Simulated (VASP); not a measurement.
Input of a VASP 6.6.1 run:

INCAR

```
PREC = Accurate ; ENCUT = 520
EDIFF = 1E-6 ; ISMEAR = 0
SIGMA = 0.15 ; LREAL = F
LASPH = T ; NELM = 150
ALGO = Normal ; ISIF = 2
LWAVE = F ; LCHARG = F
ISPIN = 2 ; MAGMOM = 0 0.32
LORBIT = 11 ; LMAXMIX = 4
GGA = PE ; NBANDS = 22
```

KPOINTS

```
regular mesh
0
Gamma
  16 16 16
```

File POSCAR:

```
GaCo
1.0
    2.8831000000      0.0000000000      0.0000000000
    0.0000000000      2.8831000000      0.0000000000
    0.0000000000      0.0000000000      2.6524520000
Ga Co
1 1
Direct
    0.5000000000      0.5000000000      0.5000000000
    0.0000000000      0.0000000000      0.0000000000
```

Potentials or basis: VASP PAW PBE potentials, release 64 (Ga_d, Co).

Launch:

```bash
$ cat potpaw_PBE.64/Ga_d/POTCAR potpaw_PBE.64/Co/POTCAR > POTCAR
$ mpirun -np 1 vasp_std > vasp.out
```

(1) Predict the pressure.

(2) Estimate the net moment.

(3) What does it give for the site moments?

Results:

(1) 18.7 GPa.

(2) 0.17 μB per cell.

(3) Ga -0.01; Co +0.19 μB.

Caveat: the cell differs from its parent crystal (strain +0.000 along x and y, -0.080 along z).
